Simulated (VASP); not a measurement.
# Ta (Pm-3m) in VASP: single point with PBE

Aim: the single point of Ta with PBE.

Everything below comes from runs of VASP 6.6.1. Logs are shortened: lines on timing, memory, paths and dates and some standing lists are left out, and cuts for length are marked.

## Step 1: The cell of the first run

The structure is cubic, space group Pm-3m (No. 221). Conventional cell: a = 4.167 Å, b = 4.167 Å, c = 4.167 Å, α = 90.00°, β = 90.00°, γ = 90.00°. Within 5.5 Å of Ta (site symmetry m-3m) lie 6 Ta at 4.17 Å.

## Step 2: Single point, PBE

File INCAR:

```
ALGO = Normal
EDIFF = 1E-6
ENCUT = 500
GGA = PE
GGA_COMPAT = False
ISIF = 2
ISMEAR = -1
LASPH = True
LCHARG = False
LREAL = False
LWAVE = False
NBANDS = 12
NELM = 120
PREC = Accurate
SIGMA = 0.1
```

File KPOINTS:

```
k-points
0
Gamma
  6 6 6
```

File POSCAR:

```
Ta
1.0
    4.1666460000      0.0000000000      0.0000000000
    0.0000000000      4.1666460000      0.0000000000
    0.0000000000      0.0000000000      4.1666460000
Ta
1
Direct
    0.0000000000      0.0000000000      0.0000000000
```

Potentials or basis: VASP PAW PBE potentials, release 64 (Ta_pv).

On the command line:

```
$ cat potpaw_PBE.64/Ta_pv/POTCAR > POTCAR
$ mpirun -np 1 vasp_std > vasp.out
```

OUTCAR:

```text
EDIFF = 1E-6
   ENCUT = 500
   GGA = PE
   ISIF = 2
   ISMEAR = -1
   LASPH = True
   LREAL = False
   NELM = 120
   PREC = Accurate

 ion  position               nearest neighbor table
   1  0.000  0.000  0.000-

  LATTYP: Found a simple cubic cell.
 ALAT       =     4.1666460000

  Lattice vectors:

 A1 = (   4.1666460000,   0.0000000000,   0.0000000000)
 A2 = (   0.0000000000,   4.1666460000,   0.0000000000)
 A3 = (   0.0000000000,   0.0000000000,   4.1666460000)

Analysis of symmetry for initial positions (statically):
=====================================================================
 Subroutine PRICEL returns:
 Original cell was already a primitive cell.

 Routine SETGRP: Setting up the symmetry group for a
 simple cubic supercell.

 Subroutine GETGRP returns: Found 48 space group operations
 (whereof 48 operations were pure point group operations)
 out of a pool of 48 trial point group operations.

The static configuration has the point symmetry O_h .

Analysis of symmetry for dynamics (positions and initial velocities):
=====================================================================
 Subroutine PRICEL returns:
 Original cell was already a primitive cell.

 Routine SETGRP: Setting up the symmetry group for a
 simple cubic supercell.

 Subroutine GETGRP returns: Found 48 space group operations
 (whereof 48 operations were pure point group operations)
 out of a pool of 48 trial point group operations.

The dynamic configuration has the point symmetry O_h .

 Subroutine INISYM returns: Found 48 space group operations
 (whereof 48 operations are pure point group operations),
 and found     1 'primitive' translations

----------------------------------------------------------------------------------------

                                     Primitive cell

  volume of cell :      72.3369

  direct lattice vectors                    reciprocal lattice vectors
     4.166646000  0.000000000  0.000000000     0.240001190  0.000000000  0.000000000
     0.000000000  4.166646000  0.000000000     0.000000000  0.240001190  0.000000000
     0.000000000  0.000000000  4.166646000     0.000000000  0.000000000  0.240001190

  length of vectors
     4.166646000  4.166646000  4.166646000     0.240001190  0.240001190  0.240001190

  position of ions in fractional coordinates (direct lattice)
     0.000000000  0.000000000  0.000000000

  ion indices of the primitive-cell ions
   primitive index   ion index
                 1           1

----------------------------------------------------------------------------------------

 KPOINTS: k-points

Automatic generation of k-mesh.
 Grid dimensions read from file:
 generate k-points for:    6    6    6

 Generating k-lattice:

  Cartesian coordinates                     Fractional coordinates (reciprocal lattice)
     0.040000198  0.000000000  0.000000000     0.166666667  0.000000000  0.000000000
     0.000000000  0.040000198  0.000000000     0.000000000  0.166666667  0.000000000
     0.000000000  0.000000000  0.040000198     0.000000000  0.000000000  0.166666667

  Length of vectors
     0.040000198  0.040000198  0.040000198

  Shift w.r.t. Gamma in fractional coordinates (k-lattice)
     0.000000000  0.000000000  0.000000000

 Subroutine IBZKPT returns following result:
 ===========================================

 Found     20 irreducible k-points:

 Following reciprocal coordinates:
            Coordinates               Weight
  0.000000  0.000000  0.000000      1.000000
  0.166667  0.000000  0.000000      6.000000
  0.333333  0.000000  0.000000      6.000000
  0.500000  0.000000  0.000000      3.000000
  0.166667  0.166667  0.000000     12.000000
  0.333333  0.166667  0.000000     24.000000
[... 12 lines left out ...]
  0.500000  0.500000  0.333333      6.000000
  0.500000  0.500000  0.500000      1.000000
   k-points           NKPTS =     20   k-points in BZ     NKDIM =     20   number of bands    NBANDS=     12
   number of dos      NEDOS =    301   number of ions     NIONS =      1
   total plane-waves  NPLWV =  27000
   dimension x,y,z NGX =    30 NGY =   30 NGZ =   30
   dimension x,y,z NGXF=    60 NGYF=   60 NGZF=   60
   ions per type =               1
   NGX,Y,Z   is equivalent  to a cutoff of  11.97, 11.97, 11.97 a.u.
   NGXF,Y,Z  is equivalent  to a cutoff of  23.94, 23.94, 23.94 a.u.
 SYSTEM =  unknown system
   PREC   = accura    normal or accurate (medium, high low for compatibility)
   ISTART =      0    job   : 0-new  1-cont  2-samecut
   ICHARG =      2    charge: 1-file 2-atom 10-const
   ISPIN  =      1    spin polarized calculation?
   LNONCOLLINEAR =      F non collinear calculations
   LSORBIT =      F    spin-orbit coupling
   LASPH  =      T    aspherical Exc in radial PAW
   ENCUT  =  500.0 eV  36.75 Ry    6.06 a.u.   7.60  7.60  7.60*2*pi/ulx,y,z
   NELM   =    120;   NELMIN=  2; NELMDL= -5     # of ELM steps
   EDIFF  = 0.1E-05   stopping-criterion for ELM
   LREAL  =      F    real-space projection
   EDIFFG = 0.1E-04   stopping-criterion for IOM
   NSW    =      0    number of steps for IOM
   IBRION =     -1    ionic relax: 0-MD 1-quasi-New 2-CG
   NFREE  =      0    steps in history (QN), initial steepest desc. (CG)
   ISIF   =      2    stress and relaxation
   ISYM   =      2    0-nonsym 1-usesym 2-fastsym
   POTIM  = 0.5000    time-step for ionic-motion
   TEBEG  =    0.0;   TEEND  =   0.0 temperature during run
   PSTRESS=    0.0 pullay stress
   NELECT =      11.0000    total number of electrons
   NUPDOWN=      -1.0000    fix difference up-down
   EMIN   =  10.00;   EMAX   =-10.00  energy-range for DOS
   EFERMI =   0.00;   METHOD = LEGACY
   ISMEAR =    -1;   SIGMA  =   0.10  broadening in eV -4-tet -1-fermi 0-gaus
   EFERMI_NEDOS =   21; number of points for ismear=-14 and -15
   IALGO  =     38    algorithm
   IMIX   =      4    mixing-type and parameters
     AMIX     =   0.40;   BMIX     =  1.00
     AMIX_MAG =   1.60;   BMIX_MAG =  1.00
  volume/ion in A,a.u.               =      72.34       488.15
  Fermi-wavevector in a.u.,A,eV,Ry     =   0.873814  1.651269 10.388747  0.763551
  Thomas-Fermi vector in A             =   1.993258
   LORBIT       =      0    0 simple, 1 ext, 2 COOP (PROOUT), +10 PAW based schemes
   GGA     = PE    functional components
   LHFCALC =     F    Hartree Fock is set to
   AEXX    =    0.0000 exact exchange contribution
   IVDW    =     0    specifies the selected vdW correction
   LEPSILON=     F    determine dielectric tensor
   LRPA    =     F    only Hartree local field effects (RPA)
 non-spin polarized calculation
  energy-cutoff  :      500.00
  volume of cell :       72.34
 maximum number of plane-waves:      1856
   NGX = 15   NGY = 15   NGZ = 15

 number of electron      10.9999997 magnetization

 Free energy of the ion-electron system (eV)
  ---------------------------------------------------
  ext. energy  EPLUGINS =         0.00000000
  ---------------------------------------------------
  free energy    TOTEN  =        -4.73894609 eV

  energy without entropy =       -4.56286538  energy(sigma->0) =       -4.65090573

 E-fermi :  -1.2012     XC(G=0):  -6.7038

 val. band max:       -1.2253149765   @ k =   0.3333   0.3333   0.3333
 cond. band min:      -1.0568534852   @ k =   0.3333   0.3333   0.3333
 fundamental gap:      0.1684614912
 Fermi energy:        -1.2011968680

 k-point     1 :       0.0000    0.0000    0.0000
  band No.  band energies     occupation
      1     -37.1176      2.00000
      2     -37.1176      2.00000
      3     -37.1176      2.00000
      4      -4.6588      2.00000
      5      -1.8001      1.99500
      6      -1.8001      1.99500
      7      -0.3403      0.00036
      8      -0.3403      0.00036
      9      -0.3403      0.00036
     10       4.9745      0.00000
     11       4.9745      0.00000
     12       4.9745      0.00000

 k-point     2 :       0.1667    0.0000    0.0000
  band No.  band energies     occupation
      1     -37.1200      2.00000
      2     -37.1174      2.00000
      3     -37.1174      2.00000
      4      -4.4150      2.00000
      5      -1.7656      1.99295
      6      -1.6679      1.98137
      7      -0.4684      0.00131
      8      -0.4684      0.00131
      9      -0.3300      0.00033
     10       3.2966      0.00000
     11       5.3288      0.00000
     12       5.3288      0.00000

 k-point     3 :       0.3333    0.0000    0.0000
  band No.  band energies     occupation
      1     -37.1249      2.00000
      2     -37.1171      2.00000
      3     -37.1171      2.00000
      4      -3.8236      2.00000
      5      -1.6945      1.98569
      6      -1.2858      1.39946
      7      -0.6977      0.01292
      8      -0.6977      0.01292
      9      -0.3091      0.00027
     10       1.2477      0.00000
     11       6.1266      0.00000
     12       6.1266      0.00000
[... 226 lines left out ...]
 k-point    19 :       0.5000    0.5000    0.3333
  band No.  band energies     occupation
      1     -37.1261      2.00000
      2     -37.1261      2.00000
      3     -37.1235      2.00000
      4      -1.5607      1.94656
      5      -1.3583      1.65586
      6      -1.3583      1.65586
      7      -0.8611      0.06452
      8       0.0271      0.00001
      9       0.2891      0.00000
     10       1.7326      0.00000
     11       1.7326      0.00000
     12       3.8913      0.00000

 k-point    20 :       0.5000    0.5000    0.5000
  band No.  band energies     occupation
      1     -37.1259      2.00000
      2     -37.1259      2.00000
      3     -37.1259      2.00000
      4      -1.4984      1.90260
      5      -1.4984      1.90260
      6      -1.4984      1.90260
      7       0.0340      0.00001
      8       0.0340      0.00001
      9       0.6325      0.00000
     10       2.0711      0.00000
     11       2.0711      0.00000
     12       2.0711      0.00000

------------------------ aborting loop because EDIFF is reached ----------------------------------------

  FORCE on cell =-STRESS in cart. coord.  units (eV):
  Direction    XX          YY          ZZ          XY          YZ          ZX
  --------------------------------------------------------------------------------------
  -------------------------------------------------------------------------------------
  Total       -4.5810802     -4.5810802     -4.5810802     -0.0000000      0.0000000      0.0000000
  in kB     -101.4655609   -101.4655609   -101.4655609     -0.0000000      0.0000000      0.0000000
  external PRESSURE =    -101.4655609 kB  Pullay stress =       0.0000000 kB

 VOLUME and BASIS-vectors are now :
 -----------------------------------------------------------------------------
  energy-cutoff  :      500.00
  volume of cell :       72.34
      direct lattice vectors                 reciprocal lattice vectors
     4.166646000  0.000000000  0.000000000     0.240001190  0.000000000  0.000000000
     0.000000000  4.166646000  0.000000000     0.000000000  0.240001190  0.000000000
     0.000000000  0.000000000  4.166646000     0.000000000  0.000000000  0.240001190

 POSITION                                       TOTAL-FORCE (eV/Angst)
 -----------------------------------------------------------------------------------
      0.00000      0.00000      0.00000         0.000000      0.000000      0.000000
 -----------------------------------------------------------------------------------
    total drift:                               -0.000000      0.000000     -0.000000

  FREE ENERGIE OF THE ION-ELECTRON SYSTEM (eV)
  ---------------------------------------------------
  free  energy   TOTEN  =        -4.7389460900 eV

  energy  without entropy=       -4.5628653787  energy(sigma->0) =       -4.65090573
```

Run time: 10 s. Hardware: 1 thread of AMD EPYC 7R43 (Zen 3), shared host; peak memory 0.13 GiB.

What came out:

| Quantity | Value |
| --- | --- |
| Free energy | -4.7389 eV |
| Pressure | -10.1 GPa |

Levels at points of the mesh, in eV from the Fermi level:
| k point | band 2 | band 3 | band 4 | band 5 | band 6 | band 7 | band 8 | band 9 | band 10 | band 11 |
| --- | --- | --- | --- | --- | --- | --- | --- | --- | --- | --- |
| (0.00, 0.00, 0.00) | -35.92 | -35.92 | -3.46 | -0.60 | -0.60 | 0.86 | 0.86 | 0.86 | 6.18 | 6.18 |
| (0.50, 0.00, 0.00) | -35.92 | -35.92 | -2.24 | -0.46 | 0.40 | 0.40 | 0.42 | 0.90 | 1.24 | 7.83 |
| (0.50, 0.50, 0.00) | -35.93 | -35.92 | -1.13 | -0.53 | 0.48 | 0.48 | 1.21 | 1.42 | 1.85 | 1.85 |
| (0.50, 0.50, 0.50) | -35.92 | -35.92 | -0.30 | -0.30 | -0.30 | 1.24 | 1.24 | 1.83 | 3.27 | 3.27 |

Caveat: spin-orbit coupling is left out, which moves the levels of the heavy elements.
